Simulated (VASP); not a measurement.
# In2Te2S (P-3m1) in VASP: further runs, part 2 of 2

VASP 6.6.1. Earlier steps stand in the parts before.

## 4. Relaxation of cell and atoms, PBE

INCAR

```
SYSTEM = In2Te2S
  PREC = Accurate
  ENCUT = 600
  EDIFF = 1E-6
  ISMEAR = 0
  SIGMA = 0.1
  LREAL = .FALSE.
  LASPH = .TRUE.
  NELM = 80
  ALGO = Normal
  ISIF = 3
  LWAVE = .FALSE.
  LCHARG = .FALSE.
  GGA = PE
  IBRION = 2
  NSW = 90
  EDIFFG = -0.04
```

KPOINTS

```
regular mesh
0
G
  6 6 2
  0 0 0
```

POSCAR

```
In2Te2S
1.0
    4.4675260300      0.0000000000      0.0000000000
   -2.2337630100      3.8689910300      0.0000000000
    0.0000000000      0.0000000000      7.8590392800
In Te S
2 2 1
Direct
    0.6666666700      0.3333333300      0.7115232900
    0.3333333300      0.6666666700      0.2884767100
    0.6666666700      0.3333333300      0.3743899500
    0.3333333300      0.6666666700      0.6256100500
    0.0000000000      0.0000000000      0.0000000000
```

Command:

```sh
cat potpaw_PBE.64/In_d/POTCAR potpaw_PBE.64/Te/POTCAR potpaw_PBE.64/S/POTCAR > POTCAR
mpirun -np 1 vasp_std > vasp.out
```

Run time: 42 min. Hardware: 1 thread of Intel Xeon 8259CL, shared host; peak memory 0.33 GiB.

Results (log left out):

- Free energy: -16.8103 eV
- Relaxed volume: 31.01 Å³/atom
- Relaxed cell: a = 4.129 Å, b = 4.129 Å, c = 10.499 Å, α = 90.00°, β = 90.00°, γ = 120.00°
- Space group after relaxing (to 0.1 Å): P-3m1 (No. 164)
- Energy gained by relaxing: 994.5 meV/atom
- Ionic steps: 35
- Pressure after relaxing: 0.0 GPa
- Largest force after relaxing: 0.024 eV/Å
- Band gap on the k mesh: zero (bands 22 and 23 overlap by 0.68 eV)

Forces in eV/Å, atoms in the order of the input:
```
In   0.000  0.000  0.024
In   0.000  0.000 -0.024
Te   0.000  0.000 -0.007
Te   0.000  0.000  0.007
S    0.000  0.000  0.000
```

Step by step:
| step | energy change (eV) | largest force (eV/Å) | pressure (GPa) | volume (Å³) |
| --- | --- | --- | --- | --- |
| 1 | 0.0000 | 4.9724 | 17.39 | 135.84 |
| 2 | -2.1234 | 0.5821 | -4.40 | 202.43 |
| 3 | -2.4953 | 1.3059 | -1.51 | 175.62 |
| 4 | -2.7270 | 1.4257 | -1.24 | 169.84 |
| 5 | -3.3853 | 1.6308 | 0.56 | 153.25 |
| 6 | -3.5704 | 1.0501 | 11.63 | 123.37 |
| 7 | -3.7606 | 1.5815 | 4.86 | 137.00 |
| 8 | -3.7784 | 1.4862 | 6.33 | 133.33 |
| 9 | -3.8626 | 1.3484 | 6.20 | 133.01 |
| 10 | -4.0669 | 0.8841 | 5.94 | 132.05 |
| 11 | -4.2200 | 0.4466 | 5.71 | 130.10 |
| 12 | -4.3659 | 0.3171 | 3.89 | 133.48 |
| 13 | -4.5885 | 0.3635 | -0.39 | 143.92 |
| 14 | -4.6006 | 0.4028 | -1.33 | 147.00 |
| 15 | -4.6678 | 0.3802 | -1.23 | 146.69 |
| 16 | -4.8191 | 0.2306 | -0.80 | 145.55 |
| 17 | -4.8728 | 0.3708 | 0.70 | 142.35 |
| 18 | -4.8924 | 0.1360 | 0.08 | 143.64 |
| 19 | -4.8926 | 0.1575 | 0.12 | 143.52 |
| 20 | -4.8962 | 0.1438 | 0.03 | 143.85 |
| 21 | -4.9052 | 0.1894 | -0.23 | 144.84 |
| 22 | -4.9150 | 0.2747 | -0.71 | 146.82 |
| 23 | -4.9164 | 0.3106 | -0.91 | 147.73 |
| 24 | -4.9181 | 0.3059 | -0.88 | 147.69 |
| 25 | -4.9229 | 0.2917 | -0.76 | 147.56 |
| 26 | -4.9313 | 0.2606 | -0.52 | 147.31 |
| 27 | -4.9417 | 0.1920 | -0.01 | 146.78 |
| 28 | -4.9308 | 0.1229 | 1.20 | 145.64 |
| 29 | -4.9432 | 0.1522 | 0.30 | 146.50 |
| 30 | -4.9454 | 0.1472 | 0.29 | 146.83 |
| 31 | -4.9516 | 0.1318 | 0.26 | 147.84 |
| 32 | -4.9617 | 0.0909 | 0.25 | 149.87 |
| 33 | -4.9716 | 0.0610 | 0.28 | 153.97 |
| 34 | -4.9706 | 0.0826 | -0.44 | 156.58 |
| 35 | -4.9725 | 0.0242 | -0.04 | 155.05 |

Final structure:
```yaml
crystal:
  lattice:
    - [4.12934, 0.00000, 0.00000]
    - [-2.06467, 3.57611, 0.00000]
    - [0.00000, 0.00000, 10.49945]
  atoms:
    - { symbol: In, position: [0.66667, 0.33333, 0.83592] }
    - { symbol: In, position: [0.33333, 0.66667, 0.16408] }
    - { symbol: Te, position: [0.66667, 0.33333, 0.31644] }
    - { symbol: Te, position: [0.33333, 0.66667, 0.68356] }
    - { symbol: S, position: [0.00000, 0.00000, 0.00000] }
```

Levels at points of the mesh, in eV from the Fermi level:
| k point | band 19 | band 20 | band 21 | band 22 | band 23 | band 24 | band 25 | band 26 |
| --- | --- | --- | --- | --- | --- | --- | --- | --- |
| (0.00, 0.00, 0.00) | -0.02 | -0.02 | 0.12 | 0.12 | 0.29 | 2.68 | 2.81 | 3.99 |
| (0.50, 0.00, 0.00) | -1.85 | -1.09 | -1.04 | -0.65 | -0.57 | 1.81 | 3.34 | 4.34 |
| (0.00, 0.00, 0.50) | 0.04 | 0.04 | 0.05 | 0.05 | 1.13 | 2.14 | 2.97 | 3.97 |
| (0.50, 0.00, 0.50) | -2.31 | -1.20 | -0.55 | -0.52 | -0.19 | 1.40 | 3.10 | 4.59 |

Caveat: the k points lie up to 0.30 Å⁻¹ apart in the final cell, too coarse for converged energies and pressures of a metal; a cell axis changed by over 15 % at a fixed basis, so the end point is rough; spin-orbit coupling is left out, which moves the levels of the heavy elements; this functional lacks dispersion, which binds the layers, so the pressure and a relaxed spacing across them are unreliable.

## 5. Single point, PBE

This run uses another cell than the first one, of 31.13 Å³/atom.

INCAR

```
ALGO = Normal
EDIFF = 1E-7
ENCUT = 520
GGA = PE
ISIF = 2
ISMEAR = 0
LASPH = True
LCHARG = False
LREAL = False
LWAVE = False
NBANDS = 30
NELM = 60
PREC = Accurate
SIGMA = 0.1
```

KPOINTS

```
k-points
0
Gamma
  12 12 4
```

POSCAR

```
In2Te2S
1.0
    4.1133487442      0.0000000000      0.0000000000
   -2.0566743721      3.5622645071      0.0000000000
    0.0000000000      0.0000000000     10.6210027711
In Te S
2 2 1
Direct
    0.6666666667      0.3333333333      0.8384238606
    0.3333333333      0.6666666667      0.1615761394
    0.6666666667      0.3333333333      0.3143121464
    0.3333333333      0.6666666667      0.6856878536
    0.0000000000      0.0000000000      0.0000000000
```

Command:

```sh
cat potpaw_PBE.64/In_d/POTCAR potpaw_PBE.64/Te/POTCAR potpaw_PBE.64/S/POTCAR > POTCAR
mpirun -np 1 vasp_std > vasp.out
```

It took 7.6 min on 1 thread of Intel Xeon 8259CL, shared host; peak memory 0.48 GiB.

Results (log left out):

```yaml
Free_energy: -16.8158 eV
Pressure: 0.0 GPa
Largest_force: 0.007 eV/Å
Band_gap_on_the_k_mesh: zero (bands 22 and 23 overlap by 0.72 eV)
```

Forces in eV/Å, atoms in the order of the input:
```
In   0.000  0.000  0.001
In   0.000  0.000 -0.001
Te   0.000  0.000  0.007
Te   0.000  0.000 -0.007
S    0.000  0.000  0.000
```

Levels at points of the mesh, in eV from the Fermi level:
```
           k point  band 19  band 20  band 21  band 22  band 23  band 24  band 25  band 26
(0.00, 0.00, 0.00)     0.09     0.09     0.21     0.21     0.34     2.78     2.91     4.07
(0.50, 0.00, 0.00)    -1.84    -1.00    -0.98    -0.57    -0.51     1.85     3.40     4.37
(0.00, 0.00, 0.50)     0.15     0.15     0.15     0.15     1.13     2.26     3.09     4.06
(0.50, 0.00, 0.50)    -2.25    -1.10    -0.53    -0.45    -0.18     1.47     3.17     4.58
```

Caveat: spin-orbit coupling is left out, which moves the levels of the heavy elements; this functional lacks dispersion, which binds the layers, so the pressure and a relaxed spacing across them are unreliable.

## 6. Summary

| task | cell | k mesh | cutoff (eV) | gap on the mesh (eV) | pressure (GPa) | largest force (eV/Å) |
| --- | --- | --- | --- | --- | --- | --- |
| single point | a = 4.468, b = 4.468, c = 7.859 Å, angles 90.0, 90.0, 120.0°, 5 atoms, atomic positions A | 6 × 6 × 2 | 520 | none | 17.4 | 4.97 |
| single point | a = 4.125, b = 4.125, c = 10.624 Å, angles 90.0, 90.0, 120.0°, 5 atoms, atomic positions B | 6 × 6 × 2 | 520 | none | 0.1 | 0.01 |
| relaxation of cell and atoms | relaxed from a = 4.468, b = 4.468, c = 7.859 Å, angles 90.0, 90.0, 120.0°, 5 atoms, atomic positions A | 6 × 6 × 2 | 600 | none | 0.0 | 0.02 |
| single point | a = 4.113, b = 4.113, c = 10.621 Å, angles 90.0, 90.0, 120.0°, 5 atoms, atomic positions C | 12 × 12 × 4 | 520 | none | 0.0 | 0.01 |

Alike in all rows: level PBE; potentials or basis VASP PAW PBE potentials, release 64 (In_d, Te, S); no spin polarisation; smearing gaussian 0.1 eV.

Caveats: some runs use coarse meshes; spin-orbit coupling is left out, which moves the levels of the heavy elements; this functional lacks dispersion, which binds the layers, so the pressure and a relaxed spacing across them are unreliable (at least some runs); forces of over 1 eV/Å act on the atoms, so gaps and moduli don't describe the material at rest (at least some runs); a cell axis changed by over 15 % at a fixed basis, so the end point is rough (at least some runs).

Absolute energies hang on the potentials; compare differences alone.
